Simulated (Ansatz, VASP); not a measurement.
## One calculation of Rh, two programs

```
CELL_PARAMETERS angstrom
-1.34384 2.32760 0.00000
0.00000 0.00000 4.33682
4.03153 2.32760 0.00000
ATOMIC_POSITIONS crystal
Rh 0.50000 0.25000 0.16667
Rh 0.00000 0.25000 0.66667
Rh 0.00000 0.75000 0.33333
Rh 0.50000 0.75000 0.83333
```

Alike in both runs: task single point; functional PBEsol; k mesh 15 × 10 × 9; occupations fermi-dirac, width 0.08 eV; no spin polarisation.

|  | VASP | Ansatz |
| --- | --- | --- |
| version | VASP 6.6.1 | Ansatz 0.2.0 |
| potentials or method | VASP PAW PBE potentials, release 64 (Rh_pv), cutoff 520 eV | all-electron LAPW, scalar-relativistic |

```csv
,VASP,Ansatz,Ansatz less VASP
pressure (GPa),-0.1,0.0,+0.09
"traceless stress, the component that is largest in VASP (GPa)",-0.14,-0.16,-0.028
```

VASP's potentials were made for PBE, not for PBEsol. Ansatz ran all-electron here, and VASP with PAW potentials.
